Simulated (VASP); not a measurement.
Write the native input for VASP 6.6.1 that does the following.

```
Task                   : single point
Functional             : PBE
Potentials or basis    : VASP PAW PBE potentials, release 64 (Zn)
Cutoff                 : 520 eV
k mesh                 : 18 × 18 × 10
Occupations            : gaussian, width 0.1 eV
Spin                   : no spin polarisation
Dipole correction      : no
Further INCAR settings : ALGO = Normal; EDIFF = 1e-07; NBANDS = 19
```

The structure of Zn lies in POSCAR:

```
Zn
1.0
    2.6350268505      0.0000000000      0.0000000000
   -1.3175134253      2.2820001922      0.0000000000
    0.0000000000      0.0000000000      5.0961452315
Zn
2
Direct
    0.3333333333      0.6666666667      0.2500000000
    0.6666666667      0.3333333333      0.7500000000
```

The input as run:

INCAR

```
SYSTEM = Zn
PREC = Accurate
ENCUT = 520
EDIFF = 1E-7
ISMEAR = 0
SIGMA = 0.1
LREAL = .False.
LASPH = .True.
NELM = 100
ALGO = Normal
ISIF = 2
LWAVE = .False.
LCHARG = .True.
GGA = PE
LELF = .True.
LVHAR = .True.
NBANDS = 19
```

KPOINTS

```
regular mesh
0
Gamma
  18 18 10
  0 0 0
```

Potentials or basis: VASP PAW PBE potentials, release 64 (Zn).

Launch:

```sh
$ cat potpaw_PBE.64/Zn/POTCAR > POTCAR
$ mpirun -np 1 vasp_std > vasp.out
```

It gave:

* Pressure: 0.3 GPa
* Band gap on the k mesh: zero (band 12 reaches 4.81 eV, above the bottom of band 13 at -0.44 eV)

It took 48 s on 1 thread of Intel(R) Xeon(R) 6975P-C (Granite Rapids), on a shared host, peak memory 0.22 GiB.
